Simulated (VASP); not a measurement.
# Sr (Im-3m) in VASP: a series of runs, part 2 of 2

VASP 6.6.1. The steps go on from the part before.

### Step 4. Single point, PBE (volume scaled by 1.12)

INCAR

```
PREC     = Accurate       # precision mode
ENCUT    = 520            # plane-wave cutoff, eV
EDIFF    = 1E-6           # SCF threshold, eV
ISMEAR   = -1             # smearing method
SIGMA    = 0.1            # smearing width, eV
LREAL    = False          # projectors in reciprocal space
LASPH    = True           # aspherical terms in the spheres
NELM     = 60             # most SCF steps
ALGO     = Normal         # electronic algorithm
ISIF     = 2              # what is computed and relaxed
LWAVE    = False          # write WAVECAR
LCHARG   = True           # write CHGCAR
GGA      = PE             # functional
LELF     = True           # ELF
LVHAR    = True         
NBANDS   = 11             # bands
```

KPOINTS

```
regular mesh
0
Gamma
  15 15 15
```

POSCAR

```
Sr
1.0
   -2.4764144031      2.4764144031      2.4764144031
    2.4764144031     -2.4764144031      2.4764144031
    2.4764144031      2.4764144031     -2.4764144031
Sr
1
Direct
    0.0000000000      0.0000000000      0.0000000000
```

Potentials or basis: VASP PAW PBE potentials, release 64 (Sr_sv).

Run with:

```console
> cat potpaw_PBE.64/Sr_sv/POTCAR > POTCAR
> mpirun -np 1 vasp_std > vasp.out
```

OUTCAR:

```text
PREC = Accurate
   ENCUT = 520
   EDIFF = 1E-6
   ISMEAR = -1
   LREAL = False
   LASPH = True
   NELM = 60
   ISIF = 2
   GGA = PE

 ion  position               nearest neighbor table
   1  0.000  0.000  0.000-

  LATTYP: Found a body centered cubic cell.
 ALAT       =     4.9528288062

  Lattice vectors:

 A1 = (  -2.4764144031,   2.4764144031,   2.4764144031)
 A2 = (   2.4764144031,  -2.4764144031,   2.4764144031)
 A3 = (   2.4764144031,   2.4764144031,  -2.4764144031)

Analysis of symmetry for initial positions (statically):
=====================================================================
 Subroutine PRICEL returns:
 Original cell was already a primitive cell.

 Routine SETGRP: Setting up the symmetry group for a
 body centered cubic supercell.

 Subroutine GETGRP returns: Found 48 space group operations
 (whereof 48 operations were pure point group operations)
 out of a pool of 48 trial point group operations.

The static configuration has the point symmetry O_h .
[... 162 lines left out ...]
 fundamental gap:      0.0134338044
 Fermi energy:         1.2477703214

 k-point     1 :       0.0000    0.0000    0.0000
  band No.  band energies     occupation
      1     -35.5629      2.00000
      2     -17.4618      2.00000
      3     -17.4618      2.00000
      4     -17.4618      2.00000
      5      -2.2278      2.00000
      6       3.5096      0.00000
      7       3.5096      0.00000
      8       3.5096      0.00000
      9       4.7201      0.00000
     10       4.7201      0.00000
     11       8.9702      0.00000
[... 309 lines left out ...]
 k-point    24 :       0.4000    0.2000    0.0000
  band No.  band energies     occupation
      1     -35.5528      2.00000
      2     -17.5825      2.00000
      3     -17.5264      2.00000
      4     -17.4753      2.00000
      5       0.7800      1.98157
      6       1.3660      0.46916
      7       2.1629      0.00021
      8       4.4119      0.00000
      9       5.0842      0.00000
     10       5.6337      0.00000
     11       6.4799      0.00000

 [... further k-points ...]

------------------------ aborting loop because EDIFF is reached ----------------------------------------

  FORCE on cell =-STRESS in cart. coord.  units (eV):
  Direction    XX          YY          ZZ          XY          YZ          ZX
  --------------------------------------------------------------------------------------
  -------------------------------------------------------------------------------------
  Total       -0.3983907     -0.3983907     -0.3983907      0.0000000      0.0000000     -0.0000000
  in kB      -10.5072694    -10.5072694    -10.5072694      0.0000000      0.0000000     -0.0000000
  external PRESSURE =     -10.5072694 kB  Pullay stress =       0.0000000 kB

 VOLUME and BASIS-vectors are now :
 -----------------------------------------------------------------------------
  energy-cutoff  :      520.00
  volume of cell :       60.75
      direct lattice vectors                 reciprocal lattice vectors
    -2.476414403  2.476414403  2.476414403     0.000000000  0.201904818  0.201904818
     2.476414403 -2.476414403  2.476414403     0.201904818  0.000000000  0.201904818
     2.476414403  2.476414403 -2.476414403     0.201904818  0.201904818  0.000000000

 POSITION                                       TOTAL-FORCE (eV/Angst)
 -----------------------------------------------------------------------------------
      0.00000      0.00000      0.00000         0.000000     -0.000000      0.000000
 -----------------------------------------------------------------------------------
    total drift:                                0.000000      0.000000     -0.000000

  FREE ENERGIE OF THE ION-ELECTRON SYSTEM (eV)
  ---------------------------------------------------
  free  energy   TOTEN  =        -1.6300498731 eV

  energy  without entropy=       -1.5805212244  energy(sigma->0) =       -1.60528555
```

OSZICAR:

```text
N       E                     dE             d eps       ncg     rms          rms(c)
DAV:   1     0.371180869486E+02    0.37118E+02   -0.46090E+03  2640   0.767E+02
DAV:   2     0.232697272575E+00   -0.36885E+02   -0.36287E+02  3071   0.150E+02
DAV:   3    -0.152771749116E+01   -0.17604E+01   -0.17336E+01  3899   0.245E+01
DAV:   4    -0.162135679635E+01   -0.93639E-01   -0.93449E-01  3570   0.490E+00
DAV:   5    -0.162258715413E+01   -0.12304E-02   -0.12302E-02  3767   0.519E-01    0.104E+01
DAV:   6    -0.162682775511E+01   -0.42406E-02   -0.75399E-03  3220   0.967E-01    0.584E+00
DAV:   7    -0.162990987547E+01   -0.30821E-02   -0.12880E-02  2889   0.126E+00    0.303E-01
DAV:   8    -0.163000363193E+01   -0.93756E-04   -0.15887E-03  4031   0.242E-01    0.716E-02
DAV:   9    -0.163003127532E+01   -0.27643E-04   -0.34327E-05  3162   0.456E-02    0.292E-02
DAV:  10    -0.163005040551E+01   -0.19130E-04   -0.90340E-06  3333   0.211E-02    0.609E-03
DAV:  11    -0.163004987306E+01    0.53245E-06   -0.52016E-07  2681   0.484E-03
   1 F= -.16300499E+01 E0= -.16052855E+01  d E =-.495286E-01
```

stdout:

```text
POSCAR found type information on POSCAR Sr
 POSCAR found :  1 types and       1 ions
 scaLAPACK will be used
 LDA part: xc-table for (Slater+PW92), standard interpolation
 POSCAR, INCAR and KPOINTS ok, starting setup
 FFT: planning ... GRIDC
 FFT: planning ... GRID_SOFT
 FFT: planning ... GRID
 WAVECAR not read
 entering main loop
```

Wall time 20 s (1 thread of Intel Xeon Platinum 8559C (Emerald Rapids), shared host); peak memory 0.22 GiB.

What came out:

```yaml
Free_energy: -1.6300 eV
Pressure: -1.1 GPa
Band_gap_on_the_k_mesh: zero (band 5 reaches 1.54 eV, above the bottom of band 6 at 1.27 eV)
```

### Step 5. Summary

```tsv
cell	gap on the mesh (eV)	pressure (GPa)
a = 4.185 Å, angles 109.5°, 1 atom	none	-0.4
a = 4.238 Å, angles 109.5°, 1 atom	none	-0.7
a = 4.289 Å, angles 109.5°, 1 atom	none	-1.1
```

Alike in all rows: task single point; level PBE; potentials or basis VASP PAW PBE potentials, release 64 (Sr_sv); no spin polarisation; k mesh 15 × 15 × 15; cutoff (eV) 520; smearing fermi-dirac 0.1 eV.

Absolute energies hang on the potentials; compare differences alone.
